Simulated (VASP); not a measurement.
ZnS:

```
CELL_PARAMETERS angstrom
0.00000 2.69368 2.69368
2.69368 0.00000 2.69368
2.69368 2.69368 0.00000
ATOMIC_POSITIONS crystal
Zn 0.00000 0.00000 0.00000
S 0.25000 0.25000 0.25000
```

```yaml
Program: VASP 6.6.1
Task: relaxation of cell and atoms
Functional: PBE
Potentials_or_basis: VASP PAW PBE potentials, release 64 (Zn, S)
Cutoff: 600 eV
k_mesh: 10 × 10 × 10
Occupations: gaussian, width 0.02 eV
Spin: no spin polarisation
```

At the start: pressure 2.5 GPa; volume 19.55 Å³/atom.

Q: Where does the relaxation end?

A: Over 4 steps the energy falls by 4.9 meV/atom and the volume is 20.22 Å³/atom (+3.4 %); space group F-43m (No. 216, to 0.05 Å).

Step by step:
| step | energy change (eV) | largest force (eV/Å) | pressure (GPa) | volume (Å³) |
| --- | --- | --- | --- | --- |
| 1 | 0.0000 | 0.0000 | 2.51 | 39.09 |
| 2 | -0.0088 | 0.0000 | -0.73 | 40.85 |
| 3 | -0.0099 | 0.0000 | 0.07 | 40.40 |
| 4 | -0.0099 | 0.0000 | -0.03 | 40.44 |

Final structure:
```
Zn S
1.0
     0.00000    2.72431    2.72431
     2.72431    0.00000    2.72431
     2.72431    2.72431    0.00000
Zn S
1 1
Direct
  0.00000 0.00000 0.00000
  0.25000 0.25000 0.25000
```
